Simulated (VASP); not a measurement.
Al3Ga13N16:

```
Ga Al N
1.0
     8.95049    0.00000    0.00000
     0.00000    8.95049    0.00000
     0.00000    0.00000    8.95049
Ga Al N
26 6 32
Cartesian
  8.9115 0.0106 8.9444
  8.9216 4.5141 8.9497
  8.9421 4.4738 4.4280
  4.4607 8.9431 0.0054
  4.4915 0.0018 4.4617
  4.4860 4.4482 4.4758
  2.2316 2.2604 8.9353
  2.2513 2.2230 4.4745
  2.2204 6.7374 0.0020
  2.2026 6.7058 4.4920
  6.7110 2.2199 0.0057
  6.6818 2.2304 4.4635
  6.7480 6.7249 8.9243
  6.7022 6.7371 4.4027
  2.2312 8.9442 2.2304
  2.2214 8.9122 6.6940
  2.2543 4.4805 2.2156
  2.2442 4.4904 6.6996
  6.7415 8.9415 2.2181
  6.6874 0.0007 6.7368
  6.7642 4.4582 2.2676
  8.9393 2.2477 2.2432
  8.9241 2.2429 6.6786
  0.0224 6.7283 2.2125
  4.4659 2.2727 2.2255
  4.4882 6.6669 2.2397
  0.0115 8.9333 4.4617
  4.4882 4.4768 8.9380
  6.6761 4.4800 6.7159
  8.9180 6.7398 6.7074
  4.4619 2.2280 6.7081
  4.4647 6.6965 6.7001
  1.1479 1.0990 1.1047
  1.1286 1.1241 5.5855
  1.1215 5.5922 1.1405
  1.1009 5.5591 5.5606
  5.5937 1.1314 1.1177
  5.5658 1.1213 5.6075
  5.6057 5.5845 1.1044
  5.5659 5.5931 5.6145
  3.3644 3.3547 1.1497
  3.3855 3.3566 5.6241
  3.3668 7.7941 1.1330
  3.3754 7.8158 5.5682
  7.8566 3.3412 1.1689
  7.8556 3.3658 5.5896
  7.7921 7.8313 1.1678
  7.7961 7.8444 5.5589
  3.3754 1.1068 3.3382
  3.3535 1.1163 7.8133
  3.3825 5.5917 3.3532
  3.3473 5.6036 7.7998
  7.8622 1.1461 3.3289
  7.8363 1.1153 7.7814
  7.7910 5.5629 3.4262
  7.8310 5.6043 7.8217
  1.1389 3.3370 3.3153
  1.0789 3.3628 7.8973
  1.1236 7.8473 3.3610
  1.1385 7.8196 7.8063
  5.5807 3.3546 3.3752
  5.5765 3.3491 7.8593
  5.6013 7.8361 3.3507
  5.5838 7.8899 7.8108
```

| Quantity | Value |
| --- | --- |
| Program | VASP 6.6.1 |
| Task | relaxation of volume and atoms at fixed shape |
| Functional | PBEsol |
| Potentials or basis | VASP PAW PBE potentials, release 64 (Ga_d, Al, N) |
| Cutoff | 700 eV |
| k mesh | 1 × 1 × 1, shifted |
| Occupations | fermi-dirac, width 0.05 eV |
| Spin | no spin polarisation |

At the start: pressure 0.3 GPa; volume 11.20 Å³/atom.

How do energy, volume and symmetry change on relaxing?

Over 14 steps the energy falls by 20.6 meV/atom and the volume is 11.18 Å³/atom (-0.2 %); space group P1 (No. 1, to 0.1 Å) before and after.

The path:
```
step  energy change (eV)  largest force (eV/Å)  pressure (GPa)  volume (Å³)
   1              0.0000                1.8611            0.27       717.04
   2             -1.0335                1.0578           -0.73       718.96
   3             -1.1053                0.6376           -0.66       718.57
   4             -1.2504                0.3312            0.46       714.22
   5             -1.2523                0.3170            0.34       714.66
   6             -1.2974                0.1314           -0.06       716.06
   7             -1.2990                0.1426           -0.14       716.37
   8             -1.3096                0.0832            0.04       715.68
   9             -1.3100                0.0946            0.08       715.52
  10             -1.3141                0.0510           -0.01       715.90
  11             -1.3145                0.0572           -0.05       716.04
  12             -1.3162                0.0328            0.00       715.83
  13             -1.3162                0.0355            0.02       715.81
  14             -1.3170                0.0235            0.01       715.83
```

Final structure:
```
CELL_PARAMETERS angstrom
8.94547 0.00000 0.00000
0.00000 8.94547 0.00000
0.00000 0.00000 8.94547
ATOMIC_POSITIONS crystal
Ga 0.99986 0.99899 0.99817
Ga 0.99884 0.50098 0.99761
Ga 0.99931 0.50048 0.50131
Ga 0.49992 0.99981 0.99772
Ga 0.50009 0.99975 0.50134
Ga 0.50061 0.50022 0.50218
Ga 0.25115 0.25050 0.99857
Ga 0.24990 0.24961 0.50093
Ga 0.25057 0.74931 0.99762
Ga 0.24931 0.75055 0.50132
Ga 0.74835 0.25154 0.99763
Ga 0.74986 0.25001 0.50131
Ga 0.74891 0.74844 0.99696
Ga 0.75030 0.74987 0.50224
Ga 0.24936 0.99960 0.25026
Ga 0.24974 0.99922 0.74902
Ga 0.25057 0.50003 0.24889
Ga 0.25117 0.50091 0.75020
Ga 0.75045 0.99999 0.25003
Ga 0.74969 0.99909 0.74896
Ga 0.74904 0.50023 0.24886
Ga 0.99959 0.24934 0.25012
Ga 0.99918 0.25013 0.74879
Ga 0.99971 0.75053 0.25009
Ga 0.49976 0.25080 0.24895
Ga 0.50019 0.74893 0.24891
Al 0.99938 0.99911 0.50065
Al 0.50034 0.49974 0.99674
Al 0.74811 0.50036 0.75013
Al 0.99867 0.74956 0.74890
Al 0.50038 0.25092 0.75016
Al 0.50022 0.74860 0.74987
N 0.12529 0.12479 0.12343
N 0.12170 0.12204 0.62197
N 0.12456 0.62529 0.12397
N 0.12266 0.62745 0.62821
N 0.62506 0.12492 0.12391
N 0.62215 0.12782 0.62812
N 0.62186 0.62147 0.12055
N 0.62528 0.62558 0.63093
N 0.37824 0.37846 0.12088
N 0.37723 0.37221 0.62790
N 0.37452 0.87502 0.12408
N 0.37827 0.87151 0.62807
N 0.87463 0.37498 0.12398
N 0.87129 0.37844 0.62815
N 0.87380 0.87402 0.12338
N 0.88057 0.87535 0.62521
N 0.37522 0.12493 0.37491
N 0.37743 0.12767 0.87093
N 0.37471 0.62487 0.37587
N 0.38102 0.62526 0.87437
N 0.87731 0.12229 0.37867
N 0.87410 0.12499 0.87431
N 0.87411 0.62491 0.37477
N 0.87431 0.62475 0.86771
N 0.12507 0.37541 0.37531
N 0.12498 0.37504 0.87393
N 0.12219 0.87770 0.37802
N 0.12199 0.87126 0.87098
N 0.62496 0.37510 0.37529
N 0.62186 0.37822 0.87093
N 0.62512 0.87427 0.37529
N 0.62192 0.87206 0.87084
```

Caveat: the PAW data sets were made with another functional, which shifts forces and pressure a little.
